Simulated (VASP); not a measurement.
# InSb (F-43m) in VASP: single point with PBEsol

Aim: the single point of InSb with PBEsol.

Program: VASP 6.6.1. These are calculated values, not measurements. Logs are shortened: lines on timing, memory, paths and dates and some standing lists are left out, and cuts for length are marked.

## 1. The cell of the first run

It takes space group F-43m (No. 216, cubic). The conventional cell has a = 6.521 Å, b = 6.521 Å, c = 6.521 Å, α = 90.00°, β = 90.00°, γ = 90.00°. In (site symmetry -43m) has 4 Sb at 2.82 Å within 3.7 Å. Within 3.7 Å of Sb (site symmetry -43m) lie 4 In at 2.82 Å.

## 2. Single point, PBEsol

INCAR

```
PREC = Accurate ; ENCUT = 520
EDIFF = 1E-7 ; ISMEAR = -1
SIGMA = 0.1 ; LREAL = F
LASPH = T ; NELM = 60
ALGO = Normal ; ISIF = 2
LWAVE = F ; LCHARG = F
GGA = PS ; NBANDS = 16
```

KPOINTS

```
regular mesh
0
Gamma
  8 8 8
```

POSCAR

```
InSb
1.0
    0.0000000000      3.2605019224      3.2605019224
    3.2605019224      0.0000000000      3.2605019224
    3.2605019224      3.2605019224      0.0000000000
In Sb
1 1
Direct
    0.0000000000      0.0000000000      0.0000000000
    0.7500000000      0.7500000000      0.7500000000
```

Potentials or basis: VASP PAW PBE potentials, release 64 (In_d, Sb).

Run with:

```console
cat potpaw_PBE.64/In_d/POTCAR potpaw_PBE.64/Sb/POTCAR > POTCAR
mpirun -np 1 vasp_std > vasp.out
```

OUTCAR:

```text
PREC = Accurate
   ENCUT = 520
   EDIFF = 1E-7
   ISMEAR = -1
   LREAL = F
   LASPH = T
   NELM = 60
   ISIF = 2
   GGA = PS

 ion  position               nearest neighbor table
   1  0.000  0.000  0.000-   2 2.82   2 2.82   2 2.82   2 2.82
   2  0.750  0.750  0.750-   1 2.82   1 2.82   1 2.82   1 2.82

  LATTYP: Found a face centered cubic cell.
 ALAT       =     6.5210038448

  Lattice vectors:

 A1 = (   0.0000000000,   3.2605019224,   3.2605019224)
 A2 = (   3.2605019224,   0.0000000000,   3.2605019224)
 A3 = (   3.2605019224,   3.2605019224,   0.0000000000)

Analysis of symmetry for initial positions (statically):
=====================================================================
 Subroutine PRICEL returns:
 Original cell was already a primitive cell.

 Routine SETGRP: Setting up the symmetry group for a
 face centered cubic supercell.

 Subroutine GETGRP returns: Found 24 space group operations
 (whereof 24 operations were pure point group operations)
 out of a pool of 48 trial point group operations.

The static configuration has the point symmetry T_d .

Analysis of symmetry for dynamics (positions and initial velocities):
=====================================================================
 Subroutine PRICEL returns:
 Original cell was already a primitive cell.

 Routine SETGRP: Setting up the symmetry group for a
 face centered cubic supercell.

 Subroutine GETGRP returns: Found 24 space group operations
 (whereof 24 operations were pure point group operations)
 out of a pool of 48 trial point group operations.

The dynamic configuration has the point symmetry T_d .

 Subroutine INISYM returns: Found 24 space group operations
 (whereof 24 operations are pure point group operations),
 and found     1 'primitive' translations

----------------------------------------------------------------------------------------

                                     Primitive cell

  volume of cell :      69.3240

  direct lattice vectors                    reciprocal lattice vectors
     0.000000000  3.260501922  3.260501922    -0.153350623  0.153350623  0.153350623
     3.260501922  0.000000000  3.260501922     0.153350623 -0.153350623  0.153350623
     3.260501922  3.260501922  0.000000000     0.153350623  0.153350623 -0.153350623

  length of vectors
     4.611046039  4.611046039  4.611046039     0.265611070  0.265611070  0.265611070

  position of ions in fractional coordinates (direct lattice)
     0.000000000  0.000000000  0.000000000
     0.750000000  0.750000000  0.750000000

  ion indices of the primitive-cell ions
   primitive index   ion index
                 1           1
                 2           2

----------------------------------------------------------------------------------------

 KPOINTS: regular mesh

Automatic generation of k-mesh.
 Grid dimensions read from file:
 generate k-points for:    8    8    8

 Generating k-lattice:

  Cartesian coordinates                     Fractional coordinates (reciprocal lattice)
    -0.019168828  0.019168828  0.019168828     0.125000000  0.000000000  0.000000000
     0.019168828 -0.019168828  0.019168828     0.000000000  0.125000000  0.000000000
     0.019168828  0.019168828 -0.019168828     0.000000000  0.000000000  0.125000000

  Length of vectors
     0.033201384  0.033201384  0.033201384

  Shift w.r.t. Gamma in fractional coordinates (k-lattice)
     0.000000000  0.000000000  0.000000000

 Subroutine IBZKPT returns following result:
 ===========================================

 Found     29 irreducible k-points:

 Following reciprocal coordinates:
            Coordinates               Weight
  0.000000  0.000000  0.000000      1.000000
  0.125000  0.000000  0.000000      8.000000
  0.250000  0.000000  0.000000      8.000000
  0.375000  0.000000  0.000000      8.000000
  0.500000  0.000000  0.000000      4.000000
  0.125000  0.125000  0.000000      6.000000
[... 16 lines left out ...]
  0.500000  0.250000  0.125000     48.000000
 -0.375000  0.250000  0.125000     24.000000
 [... further k-points ...]
   k-points           NKPTS =     29   k-points in BZ     NKDIM =     29   number of bands    NBANDS=     16
   number of dos      NEDOS =    301   number of ions     NIONS =      2
   total plane-waves  NPLWV =  46656
   dimension x,y,z NGX =    36 NGY =   36 NGZ =   36
   dimension x,y,z NGXF=    72 NGYF=   72 NGZF=   72
   ions per type =               1   1
   NGX,Y,Z   is equivalent  to a cutoff of  12.98, 12.98, 12.98 a.u.
   NGXF,Y,Z  is equivalent  to a cutoff of  25.96, 25.96, 25.96 a.u.
 SYSTEM =  unknown system
   PREC   = accura    normal or accurate (medium, high low for compatibility)
   ISTART =      0    job   : 0-new  1-cont  2-samecut
   ICHARG =      2    charge: 1-file 2-atom 10-const
   ISPIN  =      1    spin polarized calculation?
   LNONCOLLINEAR =      F non collinear calculations
   LSORBIT =      F    spin-orbit coupling
   LASPH  =      T    aspherical Exc in radial PAW
   ENCUT  =  520.0 eV  38.22 Ry    6.18 a.u.   8.57  8.57  8.57*2*pi/ulx,y,z
   NELM   =     60;   NELMIN=  2; NELMDL= -5     # of ELM steps
   EDIFF  = 0.1E-06   stopping-criterion for ELM
   LREAL  =      F    real-space projection
   EDIFFG = 0.1E-05   stopping-criterion for IOM
   NSW    =      0    number of steps for IOM
   IBRION =     -1    ionic relax: 0-MD 1-quasi-New 2-CG
   NFREE  =      0    steps in history (QN), initial steepest desc. (CG)
   ISIF   =      2    stress and relaxation
   ISYM   =      2    0-nonsym 1-usesym 2-fastsym
   POTIM  = 0.5000    time-step for ionic-motion
   TEBEG  =    0.0;   TEEND  =   0.0 temperature during run
   PSTRESS=    0.0 pullay stress
   NELECT =      18.0000    total number of electrons
   NUPDOWN=      -1.0000    fix difference up-down
   EMIN   =  10.00;   EMAX   =-10.00  energy-range for DOS
   EFERMI =   0.00;   METHOD = LEGACY
   ISMEAR =    -1;   SIGMA  =   0.10  broadening in eV -4-tet -1-fermi 0-gaus
   EFERMI_NEDOS =   21; number of points for ismear=-14 and -15
   IALGO  =     38    algorithm
   IMIX   =      4    mixing-type and parameters
     AMIX     =   0.40;   BMIX     =  1.00
     AMIX_MAG =   1.60;   BMIX_MAG =  1.00
  volume/ion in A,a.u.               =      34.66       233.91
  Fermi-wavevector in a.u.,A,eV,Ry     =   1.044410  1.973650 14.841142  1.090793
  Thomas-Fermi vector in A             =   2.179162
   LORBIT       =      0    0 simple, 1 ext, 2 COOP (PROOUT), +10 PAW based schemes
   GGA     = PS    functional components
   LHFCALC =     F    Hartree Fock is set to
   AEXX    =    0.0000 exact exchange contribution
   IVDW    =     0    specifies the selected vdW correction
   LEPSILON=     F    determine dielectric tensor
   LRPA    =     F    only Hartree local field effects (RPA)
 non-spin polarized calculation
  energy-cutoff  :      520.00
  volume of cell :       69.32
 maximum number of plane-waves:      1893
 NGX is ok and might be reduce to    36
   NGX = 17   NGY = 17   NGZ = 17

 number of electron      17.9999994 magnetization

 Free energy of the ion-electron system (eV)
  ---------------------------------------------------
  ext. energy  EPLUGINS =         0.00000000
  ---------------------------------------------------
  free energy    TOTEN  =        -7.69694771 eV

  energy without entropy =       -7.69423027  energy(sigma->0) =       -7.69558899

 E-fermi :   4.9006     XC(G=0):  -8.7859

 val. band max:        4.7609317950   @ k =   0.0000   0.0000   0.0000
 cond. band min:       5.1987132956   @ k =   0.5000   0.0000   0.0000
 fundamental gap:      0.4377815006
 Fermi energy:         4.9005909618

 k-point     1 :       0.0000    0.0000    0.0000
  band No.  band energies     occupation
      1      -9.7400      2.00000
      2      -9.7400      2.00000
      3      -9.7400      2.00000
      4      -9.6588      2.00000
      5      -9.6588      2.00000
      6      -5.8663      2.00000
[... 8 lines left out ...]
     15      13.0055      0.00000
     16      13.0055      0.00000

 k-point     2 :       0.1250    0.0000    0.0000
  band No.  band energies     occupation
      1      -9.7468      2.00000
      2      -9.7370      2.00000
      3      -9.7370      2.00000
      4      -9.6590      2.00000
      5      -9.6590      2.00000
      6      -5.7281      2.00000
[... 8 lines left out ...]
     15      12.2013      0.00000
     16      12.2013      0.00000

 k-point     3 :       0.2500    0.0000    0.0000
  band No.  band energies     occupation
      1      -9.7630      2.00000
      2      -9.7301      2.00000
      3      -9.7301      2.00000
      4      -9.6590      2.00000
      5      -9.6590      2.00000
      6      -5.3408      2.00000
[... 8 lines left out ...]
     15      11.9940      0.00000
     16      11.9940      0.00000

 k-point     4 :       0.3750    0.0000    0.0000
  band No.  band energies     occupation
      1      -9.7789      2.00000
      2      -9.7243      2.00000
      3      -9.7243      2.00000
      4      -9.6579      2.00000
      5      -9.6579      2.00000
      6      -4.8263      2.00000
[... 8 lines left out ...]
     15      12.7952      0.00000
     16      12.7952      0.00000

 k-point     5 :       0.5000    0.0000    0.0000
  band No.  band energies     occupation
      1      -9.7854      2.00000
      2      -9.7222      2.00000
      3      -9.7222      2.00000
      4      -9.6572      2.00000
      5      -9.6572      2.00000
      6      -4.5401      2.00000
[... 8 lines left out ...]
     15      13.8566      0.00000
     16      13.8566      0.00000

 k-point     6 :       0.1250    0.1250    0.0000
  band No.  band energies     occupation
      1      -9.7524      2.00000
      2      -9.7341      2.00000
      3      -9.7341      2.00000
      4      -9.6610      2.00000
      5      -9.6575      2.00000
      6      -5.6815      2.00000
[... 8 lines left out ...]
     15      11.4356      0.00000
     16      13.1625      0.00000
[... 267 lines left out ...]
 k-point    21 :       0.5000    0.5000    0.0000
  band No.  band energies     occupation
      1      -9.8168      2.00000
      2      -9.6983      2.00000
      3      -9.6983      2.00000
      4      -9.6772      2.00000
      5      -9.6501      2.00000
      6      -3.9509      2.00000
[... 8 lines left out ...]
     15      14.9519      0.00000
     16      15.0957      0.00000

 k-point    22 :       0.3750    0.2500    0.1250
  band No.  band energies     occupation
      1      -9.7798      2.00000
      2      -9.7221      2.00000
      3      -9.7197      2.00000
      4      -9.6648      2.00000
      5      -9.6555      2.00000
      6      -5.0101      2.00000
[... 8 lines left out ...]
     15      13.2461      0.00000
     16      13.4839      0.00000

 k-point    23 :       0.5000    0.2500    0.1250
  band No.  band energies     occupation
      1      -9.7904      2.00000
      2      -9.7183      2.00000
      3      -9.7138      2.00000
      4      -9.6642      2.00000
      5      -9.6560      2.00000
      6      -4.5319      2.00000
[... 8 lines left out ...]
     15      13.1842      0.00000
     16      14.1104      0.00000

 k-point    24 :      -0.3750    0.2500    0.1250
  band No.  band energies     occupation
      1      -9.7944      2.00000
      2      -9.7173      2.00000
      3      -9.7116      2.00000
      4      -9.6627      2.00000
      5      -9.6571      2.00000
      6      -4.2704      2.00000
[... 8 lines left out ...]
     15      13.6377      0.00000
     16      14.0948      0.00000

 [... further k-points ...]
[... 5 lines left out ...]
  --------------------------------------------------------------------------------------
  -------------------------------------------------------------------------------------
  Total       -0.0024109     -0.0024109     -0.0024109      0.0000000      0.0000000      0.0000000
  in kB       -0.0557198     -0.0557198     -0.0557198      0.0000000      0.0000000      0.0000000
  external PRESSURE =      -0.0557198 kB  Pullay stress =       0.0000000 kB

 VOLUME and BASIS-vectors are now :
 -----------------------------------------------------------------------------
  energy-cutoff  :      520.00
  volume of cell :       69.32
      direct lattice vectors                 reciprocal lattice vectors
     0.000000000  3.260501922  3.260501922    -0.153350623  0.153350623  0.153350623
     3.260501922  0.000000000  3.260501922     0.153350623 -0.153350623  0.153350623
     3.260501922  3.260501922  0.000000000     0.153350623  0.153350623 -0.153350623

 POSITION                                       TOTAL-FORCE (eV/Angst)
 -----------------------------------------------------------------------------------
      0.00000      0.00000      0.00000        -0.000000     -0.000000     -0.000000
      4.89075      4.89075      4.89075         0.000000      0.000000      0.000000
 -----------------------------------------------------------------------------------
    total drift:                                0.000000      0.000000      0.000000

  FREE ENERGIE OF THE ION-ELECTRON SYSTEM (eV)
  ---------------------------------------------------
  free  energy   TOTEN  =        -7.6969477120 eV

  energy  without entropy=       -7.6942302719  energy(sigma->0) =       -7.69558899
```

Wall time 17 s (1 thread of AMD EPYC 9R45 (Zen 5), shared host); peak memory 0.18 GiB.

Results:

* Free energy: -7.6969 eV
* Pressure: 0.0 GPa
* Band gap on the k mesh: zero (filled and empty bands touch)

Levels at points of the mesh, in eV from the Fermi level:
| k point | band 7 | band 8 | band 9 | band 10 | band 11 | band 12 |
| --- | --- | --- | --- | --- | --- | --- |
| (0.00, 0.00, 0.00) | -0.51 | -0.14 | -0.14 | -0.14 | 2.79 | 2.79 |
| (0.50, 0.00, 0.00) | -5.71 | -1.12 | -1.12 | 0.30 | 3.63 | 3.63 |
| (0.50, 0.50, 0.00) | -6.01 | -2.36 | -2.36 | 1.13 | 1.15 | 7.87 |

Caveat: the PAW data sets were made with another functional, which shifts forces and pressure a little; spin-orbit coupling is left out, which moves the levels of the heavy elements.
